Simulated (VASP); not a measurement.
Write the native input for VASP 6.6.1 that does the following.

```
Task                    : single point
Functional              : LDA
Potentials or basis     : VASP PAW LDA potentials, release 64 (Cu, Au)
Cutoff                  : 520 eV
k mesh                  : 12 × 12 × 9
Occupations             : fermi-dirac, width 0.08 eV
Spin                    : no spin polarisation
Dipole correction       : no
k mesh for the DOS      : 18 × 18 × 14
Occupations for the DOS : tetrahedron
Further INCAR settings  : ALGO = Normal; EDIFF = 1e-06; NBANDS = 18
```

The system is CuAu.

```
Cu Au
1.0
     2.81075    0.00000    0.00000
     0.00000    2.81075    0.00000
     0.00000    0.00000    3.68500
Cu Au
1 1
Direct
  0.50000 0.50000 0.50000
  0.00000 0.00000 0.00000
```

The input as run:

POSCAR

```
CuAu
1.0
    2.8107494552      0.0000000000      0.0000000000
    0.0000000000      2.8107494552      0.0000000000
    0.0000000000      0.0000000000      3.6850000000
Cu Au
1 1
Direct
    0.5000000000      0.5000000000      0.5000000000
    0.0000000000      0.0000000000      0.0000000000
```

INCAR.step1

```
SYSTEM = CuAu
ALGO = Normal
EDIFF = 1E-6
ENCUT = 520
ISIF = 2
ISMEAR = -1
LASPH = .True.
LCHARG = .True.
LMAXMIX = 4
LREAL = .False.
LWAVE = .False.
NBANDS = 18
NELM = 60
PREC = Accurate
SIGMA = 0.08
```

KPOINTS.step1

```
k-points
0
Gamma
  12 12 9
  0 0 0
```

INCAR.step2

```
SYSTEM = CuAu
ALGO = Normal
EDIFF = 1E-6
ENCUT = 520
ICHARG = 11
ISIF = 2
ISMEAR = -5
LASPH = .True.
LCHARG = .False.
LMAXMIX = 4
LORBIT = 11
LREAL = .False.
LWAVE = .False.
NBANDS = 18
NEDOS = 1001
NELM = 60
PREC = Accurate
SIGMA = 0.08
```

KPOINTS.step2

```
k-points
0
Gamma
  18 18 14
  0 0 0
```

Potentials or basis: VASP PAW LDA potentials, release 64 (Cu, Au).

Run with:

```bash
$ cat potpaw_LDA.64/Cu/POTCAR potpaw_LDA.64/Au/POTCAR > POTCAR
$ cp INCAR.step1 INCAR
$ cp KPOINTS.step1 KPOINTS
$ mpirun -np 1 vasp_std > vasp.out
$ cp INCAR.step2 INCAR
$ cp KPOINTS.step2 KPOINTS
$ mpirun -np 1 vasp_std > vasp.out
```

It gave:

```json
{"Valence electrons inside the program's atomic spheres": "Cu 9.94; Au 9.72"}
```

Run time: 110 s on 1 thread of AMD EPYC 9R45 96-Core Processor (Zen 5) (shared host), peak memory 0.32 GiB.
